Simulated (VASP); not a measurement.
# Ga7P8 (a cell with a defect) in VASP: further runs

Ga7P8 (a cell with a defect) is run at these levels: PBE; tasks: single point.

Program: VASP 6.6.1. These are calculated values, not measurements. Logs are shortened: lines on timing, memory, paths and dates and some standing lists are left out, and cuts for length are marked.

## (1) The cell of the first run

The cell holds a defect, 15 atoms: a = 7.769 Å, b = 7.769 Å, c = 7.844 Å, α = 60.32°, β = 60.32°, γ = 60.00°.

## (2) Single point, PBE

Contents of INCAR:

```
SYSTEM = Ga7P8
  PREC = Accurate
  ENCUT = 520
  EDIFF = 1E-7
  ISMEAR = 0
  SIGMA = 0.05
  LREAL = Auto
  LASPH = .TRUE.
  NELM = 60
  ALGO = Normal
  ISIF = 2
  LWAVE = .FALSE.
  LCHARG = .FALSE.
  GGA = PE
  NBANDS = 78
```

Contents of KPOINTS:

```
regular mesh
0
G
  6 6 4
  0 0 0
```

Contents of POSCAR:

```
Ga7P8
1.0
    3.8845647871      6.7282635766      0.0000000000
    7.7691295743      0.0000000000      0.0000000000
    3.8845647871      2.2427545255     -6.4350460940
Ga P
7 8
Direct
    0.4356096982      0.9383333756      0.6879821738
    0.9383333150      0.4356096892      0.6879821738
    0.9382364703      0.9382365198      0.6880087470
    0.4511657980      0.4511658877      0.6472150998
    0.5630629027      0.0682948561      0.2999723657
    0.0682948303      0.5630629759      0.2999723657
    0.0684261073      0.0684260187      0.3000003375
    0.0567957953      0.0567958595      0.8297893942
    0.0548818962      0.5587070667      0.8279056470
    0.5587069859      0.0548820030      0.8279056470
    0.5589161799      0.5589161367      0.8279174573
    0.9420771410      0.9420772140      0.1736051279
    0.9390405959      0.4472502357      0.1661431767
    0.4472502607      0.9390405171      0.1661431767
    0.4469943547      0.4469944535      0.1660797738
```

Potentials or basis: VASP PAW PBE potentials, release 64 (Ga_d, P).

The run is started by

```console
$ cat potpaw_PBE.64/Ga_d/POTCAR potpaw_PBE.64/P/POTCAR > POTCAR
$ mpirun -np 1 vasp_std > vasp.out
```

OUTCAR:

```text
SYSTEM = Ga7P8
   PREC = Accurate
   ENCUT = 520
   EDIFF = 1E-7
   ISMEAR = 0
   LREAL = Auto
   LASPH = .TRUE.
   NELM = 60
   ISIF = 2
   GGA = PE

 ion  position               nearest neighbor table
   1  0.436  0.938  0.688-   8 2.41  11 2.41  10 2.41   5 2.50
   2  0.938  0.436  0.688-   8 2.41  11 2.41   9 2.41   6 2.50
   3  0.938  0.938  0.688-   8 2.41   9 2.41  10 2.41   7 2.50
   4  0.451  0.451  0.647-  11 2.54  10 2.54   9 2.54
   5  0.563  0.068  0.300-  15 2.41  12 2.41  14 2.41   1 2.50
   6  0.068  0.563  0.300-  15 2.41  12 2.41  13 2.41   2 2.50
   7  0.068  0.068  0.300-  14 2.41  13 2.41  12 2.41   3 2.50
   8  0.057  0.057  0.830-  12 2.21   2 2.41   1 2.41   3 2.41
   9  0.055  0.559  0.828-  13 2.18   3 2.41   2 2.41   4 2.54
  10  0.559  0.055  0.828-  14 2.18   3 2.41   1 2.41   4 2.54
  11  0.559  0.559  0.828-  15 2.18   2 2.41   1 2.41   4 2.54
  12  0.942  0.942  0.174-   8 2.21   6 2.41   5 2.41   7 2.41
  13  0.939  0.447  0.166-   9 2.18   7 2.41   6 2.41
  14  0.447  0.939  0.166-  10 2.18   7 2.41   5 2.41
  15  0.447  0.447  0.166-  11 2.18   6 2.41   5 2.41

  LATTYP: Found a trigonal (rhomboedric) cell.
 ALAT       =     7.8440811877
 COS(alpha) =     0.5095095300

  Lattice vectors:

 A1 = (   0.0000000000,  -4.4855090511,  -6.4350460940)
 A2 = (  -3.8845647872,   2.2427545255,  -6.4350460940)
 A3 = (   3.8845647871,   2.2427545255,  -6.4350460940)

Analysis of symmetry for initial positions (statically):
=====================================================================
 Subroutine PRICEL returns:
 Original cell was already a primitive cell.

 Routine SETGRP: Setting up the symmetry group for a
 trigonal (rhombohedral) supercell.

 Subroutine GETGRP returns: Found  2 space group operations
 (whereof  2 operations were pure point group operations)
 out of a pool of 12 trial point group operations.

The static configuration has the point symmetry C_1h.

Analysis of symmetry for dynamics (positions and initial velocities):
=====================================================================
 Subroutine PRICEL returns:
 Original cell was already a primitive cell.

 Routine SETGRP: Setting up the symmetry group for a
 trigonal (rhombohedral) supercell.

 Subroutine GETGRP returns: Found  2 space group operations
 (whereof  2 operations were pure point group operations)
 out of a pool of 12 trial point group operations.

The dynamic configuration has the point symmetry C_1h.

 Subroutine INISYM returns: Found  2 space group operations
 (whereof  2 operations are pure point group operations),
 and found     1 'primitive' translations

----------------------------------------------------------------------------------------

                                     Primitive cell

  volume of cell :     336.3776

  direct lattice vectors                    reciprocal lattice vectors
     3.884564787  6.728263577  0.000000000     0.000000000  0.148626758  0.051799681
     7.769129574  0.000000000  0.000000000     0.128714548 -0.074313379  0.051799681
     3.884564787  2.242754526 -6.435046094     0.000000000  0.000000000 -0.155399042

  length of vectors
     7.769129574  7.769129574  7.844081188     0.157394790  0.157394790  0.155399042

  position of ions in fractional coordinates (direct lattice)
     0.435609698  0.938333376  0.687982174
     0.938333315  0.435609689  0.687982174
     0.938236470  0.938236520  0.688008747
     0.451165798  0.451165888  0.647215100
     0.563062903  0.068294856  0.299972366
     0.068294830  0.563062976  0.299972366
     0.068426107  0.068426019  0.300000338
     0.056795795  0.056795859  0.829789394
     0.054881896  0.558707067  0.827905647
     0.558706986  0.054882003  0.827905647
     0.558916180  0.558916137  0.827917457
     0.942077141  0.942077214  0.173605128
     0.939040596  0.447250236  0.166143177
     0.447250261  0.939040517  0.166143177
     0.446994355  0.446994453  0.166079774
[... 54 lines left out ...]
|                                                                             |
|     Results are often still useful ...                                      |
|                                                                             |
 -----------------------------------------------------------------------------

 WARNING: IBZKPT: internal override: KBLOWUP is changed to .FALSE.
      ... skipping the blow-up phase ...

 Subroutine IBZKPT returns following result:
 ===========================================

 Found     47 irreducible k-points:

 Following reciprocal coordinates:
            Coordinates               Weight
  0.000000  0.000000  0.000000      1.000000
  0.166667  0.000000  0.000000      4.000000
  0.333333  0.000000  0.000000      4.000000
  0.500000  0.000000  0.000000      2.000000
  0.166667  0.166667 -0.000000      2.000000
  0.333333  0.166667 -0.000000      4.000000
[... 16 lines left out ...]
 -0.333333  0.166667  0.250000      4.000000
 -0.166667  0.166667  0.250000      4.000000
 [... further k-points ...]
   k-points           NKPTS =     47   k-points in BZ     NKDIM =     47   number of bands    NBANDS=     78
   number of dos      NEDOS =    301   number of ions     NIONS =     15
   total plane-waves  NPLWV = 216000
   dimension x,y,z NGX =    60 NGY =   60 NGZ =   60
   dimension x,y,z NGXF=   120 NGYF=  120 NGZF=  120
   ions per type =               7   8
   NGX,Y,Z   is equivalent  to a cutoff of  12.84, 12.84, 12.72 a.u.
   NGXF,Y,Z  is equivalent  to a cutoff of  25.68, 25.68, 25.43 a.u.
 SYSTEM =  Ga7P8
   PREC   = accura    normal or accurate (medium, high low for compatibility)
   ISTART =      0    job   : 0-new  1-cont  2-samecut
   ICHARG =      2    charge: 1-file 2-atom 10-const
   ISPIN  =      1    spin polarized calculation?
   LNONCOLLINEAR =      F non collinear calculations
   LSORBIT =      F    spin-orbit coupling
   LASPH  =      T    aspherical Exc in radial PAW
   ENCUT  =  520.0 eV  38.22 Ry    6.18 a.u.  14.45 14.45 14.58*2*pi/ulx,y,z
   NELM   =     60;   NELMIN=  2; NELMDL= -5     # of ELM steps
   EDIFF  = 0.1E-06   stopping-criterion for ELM
   LREAL  =      T    real-space projection
   EDIFFG = 0.1E-05   stopping-criterion for IOM
   NSW    =      0    number of steps for IOM
   IBRION =     -1    ionic relax: 0-MD 1-quasi-New 2-CG
   NFREE  =      0    steps in history (QN), initial steepest desc. (CG)
   ISIF   =      2    stress and relaxation
   ISYM   =      2    0-nonsym 1-usesym 2-fastsym
   POTIM  = 0.5000    time-step for ionic-motion
   TEBEG  =    0.0;   TEEND  =   0.0 temperature during run
   PSTRESS=    0.0 pullay stress
   NELECT =     131.0000    total number of electrons
   NUPDOWN=      -1.0000    fix difference up-down
   EMIN   =  10.00;   EMAX   =-10.00  energy-range for DOS
   EFERMI =   0.00;   METHOD = LEGACY
   ISMEAR =     0;   SIGMA  =   0.05  broadening in eV -4-tet -1-fermi 0-gaus
   EFERMI_NEDOS =   21; number of points for ismear=-14 and -15
   IALGO  =     38    algorithm
   IMIX   =      4    mixing-type and parameters
     AMIX     =   0.40;   BMIX     =  1.00
     AMIX_MAG =   1.60;   BMIX_MAG =  1.00
  volume/ion in A,a.u.               =      22.43       151.33
  Fermi-wavevector in a.u.,A,eV,Ry     =   1.195518  2.259202 19.446320  1.429264
  Thomas-Fermi vector in A             =   2.331482
   LORBIT       =      0    0 simple, 1 ext, 2 COOP (PROOUT), +10 PAW based schemes
   GGA     = PE    functional components
   LHFCALC =     F    Hartree Fock is set to
   AEXX    =    0.0000 exact exchange contribution
   IVDW    =     0    specifies the selected vdW correction
   LEPSILON=     F    determine dielectric tensor
   LRPA    =     F    only Hartree local field effects (RPA)
 non-spin polarized calculation
 Gauss-broadening in eV      SIGMA  =   0.05
  energy-cutoff  :      520.00
  volume of cell :      336.38
 maximum number of plane-waves:      9107
 NGX is ok and might be reduce to    60
   NGX = 29   NGY = 29   NGZ = 29

 number of electron     131.0000002 magnetization

 Free energy of the ion-electron system (eV)
  ---------------------------------------------------
  ext. energy  EPLUGINS =         0.00000000
  ---------------------------------------------------
  free energy    TOTEN  =       -65.04430126 eV

  energy without entropy =      -65.03665551  energy(sigma->0) =      -65.04047838

 E-fermi :   4.0233     XC(G=0):  -9.3714

 val. band max:        4.0042937476   @ k =   0.5000   0.0000   0.5000
 cond. band min:       4.0246457640   @ k =   0.3333   0.1667   0.5000
 fundamental gap:      0.0203520164
 Fermi energy:         4.0232994787

 k-point     1 :       0.0000    0.0000    0.0000
  band No.  band energies     occupation
      1     -10.9280      2.00000
      2     -10.9278      2.00000
      3     -10.8883      2.00000
      4     -10.8621      2.00000
      5     -10.8618      2.00000
      6     -10.6937      2.00000
[... 1909 lines left out ...]
     76       7.6123      0.00000
     77       7.7151      0.00000

 [... further k-points ...]

 [bands above 77 left out]

------------------------ aborting loop because EDIFF is reached ----------------------------------------

  FORCE on cell =-STRESS in cart. coord.  units (eV):
  Direction    XX          YY          ZZ          XY          YZ          ZX
  --------------------------------------------------------------------------------------
  -------------------------------------------------------------------------------------
  Total       -2.2909437     -2.2691896     -5.4541301     -0.0188396     -0.0182821     -0.0316657
  in kB      -10.9118396    -10.8082242    -25.9781999     -0.0897335     -0.0870784     -0.1508247
  external PRESSURE =     -15.8994212 kB  Pullay stress =       0.0000000 kB

 VOLUME and BASIS-vectors are now :
 -----------------------------------------------------------------------------
  energy-cutoff  :      520.00
  volume of cell :      336.38
      direct lattice vectors                 reciprocal lattice vectors
     3.884564787  6.728263577  0.000000000     0.000000000  0.148626758  0.051799681
     7.769129574  0.000000000  0.000000000     0.128714548 -0.074313379  0.051799681
     3.884564787  2.242754526 -6.435046094     0.000000000  0.000000000 -0.155399042

 POSITION                                       TOTAL-FORCE (eV/Angst)
 -----------------------------------------------------------------------------------
     11.65470      4.47387     -4.42720        -0.001226     -0.007989      0.051149
      9.70184      7.85633     -4.42720        -0.007532      0.002933      0.051149
     13.60654      7.85574     -4.42737         0.007302      0.004216      0.050575
      7.77190      4.48711     -4.16486         0.002186      0.001262     -0.521709
      3.88311      4.46120     -1.93034         0.001339     -0.015043      0.045843
      5.80507      1.13227     -1.93034        -0.012358      0.008681      0.045843
      1.96279      1.13322     -1.93052         0.013303      0.007680      0.045992
      3.88525      2.24315     -5.33973         0.001463      0.000844     -0.025882
      7.76991      2.22605     -5.32761         0.000235     -0.024061     -0.000636
      5.81277      5.61592     -5.32761        -0.020720      0.012234     -0.000636
      9.72954      5.61735     -5.32769         0.016074      0.009280     -0.000987
     11.65306      6.72790     -1.11716        -0.001561     -0.000901      0.060998
      7.76790      6.69073     -1.06914        -0.000246     -0.012726      0.064909
      9.67829      3.38184     -1.06914        -0.011144      0.006150      0.064909
      5.85428      3.37997     -1.06873         0.012886      0.007440      0.068484
 -----------------------------------------------------------------------------------
    total drift:                                0.000057      0.000477     -0.005051

  FREE ENERGIE OF THE ION-ELECTRON SYSTEM (eV)
  ---------------------------------------------------
  free  energy   TOTEN  =       -65.0443012565 eV

  energy  without entropy=      -65.0366555072  energy(sigma->0) =      -65.04047838
```

It took 28 min on 1 thread of Intel Xeon 6975P-C (Granite Rapids), shared host; peak memory 0.94 GiB.

Results:

| Property | Result |
| --- | --- |
| Free energy | -65.0443 eV |
| Pressure | -1.6 GPa |
| Largest force | 0.522 eV/Å |
| Band gap on the k mesh | zero (an odd number of electrons rules out a gap without spin polarisation) |

Forces in eV/Å, atoms in the order of the input:
```
Ga  -0.001 -0.008  0.051
Ga  -0.008  0.003  0.051
Ga   0.007  0.004  0.051
Ga   0.002  0.001 -0.522
Ga   0.001 -0.015  0.046
Ga  -0.012  0.009  0.046
Ga   0.013  0.008  0.046
P    0.001  0.001 -0.026
P    0.000 -0.024 -0.001
P   -0.021  0.012 -0.001
P    0.016  0.009 -0.001
P   -0.002 -0.001  0.061
P    0.000 -0.013  0.065
P   -0.011  0.006  0.065
P    0.013  0.007  0.068
```

Stress tensor (GPa, compression positive):
```
-1.09 -0.01 -0.02
-0.01 -1.08 -0.01
-0.02 -0.01 -2.60
```

## (3) Single point, PBE

Contents of INCAR:

```
SYSTEM = Ga7P8
PREC = Accurate
ENCUT = 520
EDIFF = 1E-6
ISMEAR = 0
SIGMA = 0.05
LREAL = Auto
LASPH = .TRUE.
NELM = 100
ALGO = Fast
ISIF = 2
LWAVE = .FALSE.
LCHARG = .TRUE.
GGA = PE
LELF = .TRUE.
LVHAR = .TRUE.
NBANDS = 78
```

KPOINTS is that of step 2.

Contents of POSCAR:

```
Ga7P8
1.0
    3.8845647871      6.7282635766      0.0000000000
    7.7691295743      0.0000000000      0.0000000000
    3.8845647871      2.2427545255     -6.4350460940
Ga P
7 8
Direct
    0.4338308228      0.9449375273      0.6762919700
    0.9449374346      0.4338308829      0.6762919700
    0.9449616130      0.9449615728      0.6763054897
    0.4039232969      0.4039232808      0.7883321931
    0.5621685035      0.0745726500      0.2886437755
    0.0745727126      0.5621685130      0.2886437755
    0.0745541627      0.0745541282      0.2886691055
    0.0571594646      0.0571595304      0.8285869164
    0.0425405159      0.5638115819      0.8298706679
    0.5638115631      0.0425405546      0.8298706679
    0.5638141015      0.5638142077      0.8299210172
    0.9424083174      0.9424083519      0.1727159346
    0.9227387716      0.4520911940      0.1730115035
    0.4520911871      0.9227387742      0.1730115035
    0.4520723249      0.4520722629      0.1730787913
```

Potentials or basis: VASP PAW PBE potentials, release 64 (Ga_d, P).

The run is started by

```console
$ cat potpaw_PBE.64/Ga_d/POTCAR potpaw_PBE.64/P/POTCAR > POTCAR
$ mpirun -np 1 vasp_std > vasp.out
```

Wall time 59 min (1 thread of Oxide Virtual Turin-like, shared host); peak memory 0.92 GiB.

Results (log left out):

```yaml
Free_energy: -65.5068 eV
Pressure: -0.7 GPa
Largest_force: 0.054 eV/Å
Band_gap_on_the_k_mesh: zero (an odd number of electrons rules out a gap without spin polarisation)
```

Forces on the atoms (eV/Å):
```
Ga   0.000 -0.010  0.002
Ga  -0.009  0.005  0.002
Ga   0.009  0.005  0.002
Ga   0.000  0.000 -0.020
Ga   0.000 -0.014  0.006
Ga  -0.012  0.007  0.006
Ga   0.012  0.007  0.006
P    0.000  0.000 -0.051
P    0.000  0.010 -0.034
P    0.009 -0.005 -0.034
P   -0.009 -0.005 -0.033
P    0.000  0.000  0.054
P    0.000  0.008  0.031
P    0.007 -0.004  0.031
P   -0.006 -0.004  0.031
```

Stress tensor (GPa, compression positive):
```
-0.76  0.00 -0.01
 0.00 -0.77  0.00
-0.01  0.00 -0.59
```

Levels at points of the mesh, in eV from the Fermi level:
| k point | band 62 | band 63 | band 64 | band 65 | band 66 | band 67 | band 68 | band 69 |
| --- | --- | --- | --- | --- | --- | --- | --- | --- |
| (0.00, 0.00, 0.00) | -0.54 | -0.54 | -0.41 | 0.40 | 0.40 | 0.46 | 0.91 | 1.16 |
| (0.50, 0.00, 0.00) | -1.06 | -0.94 | -0.78 | -0.69 | -0.01 | 1.32 | 1.50 | 1.58 |
| (0.50, 0.50, 0.00) | -1.46 | -1.38 | -1.17 | -0.99 | -0.12 | 1.11 | 1.57 | 1.81 |
| (0.00, 0.00, 0.50) | -1.66 | -1.15 | -1.15 | 0.31 | 0.31 | 0.50 | 0.65 | 1.32 |
| (0.50, 0.00, 0.50) | -1.46 | -1.38 | -1.17 | -0.99 | -0.12 | 1.11 | 1.57 | 1.81 |
| (0.50, 0.50, 0.50) | -1.06 | -0.94 | -0.78 | -0.69 | -0.01 | 1.32 | 1.50 | 1.58 |

The gap in the log of VASP goes by the Fermi energy; the results here count the filled bands.